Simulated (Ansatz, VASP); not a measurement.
## CdRe3C in VASP and in Ansatz

```xyz
5
Lattice="4.1376 0.0000 0.0000 0.0000 4.1376 0.0000 0.0000 0.0000 4.1376" Properties=species:S:1:pos:R:3 pbc="T T T"
Cd    0.0000    0.0000    0.0000
Re    2.0688    0.0000    2.0688
Re    0.0000    2.0688    2.0688
Re    2.0688    2.0688    0.0000
C     2.0688    2.0688    2.0688
```

Change from the starting cell: species swapped into the Sc3SnB type (Pm-3m, No. 221).

Alike in both runs: functional PBE; k mesh 10 × 10 × 10; occupations gaussian, width 0.1 eV; no spin polarisation.

Ansatz relaxed the structure, and its values are those at the end. VASP's run is a single point on that final structure, the one shown.

|  | VASP | Ansatz |
| --- | --- | --- |
| version | VASP 6.6.1 | Ansatz 0.2.0 |
| potentials or method | VASP PAW PBE potentials, release 64 (Cd_sv_GW, Re_sv_GW, C), cutoff 600 eV | scalar-relativistic, plane waves, PAW |
| valence electrons in the cell | 69 | 69 |

Ansatz gave:

- gap on the k mesh at the Fermi level (eV): none
- pressure (GPa): 0.0

Which values does VASP return?

gap on the k mesh at the Fermi level (eV): none; pressure (GPa): -0.7.

A gap of «none» marks a metal or a gap that the smearing closes.

Neither program's run includes spin-orbit coupling.
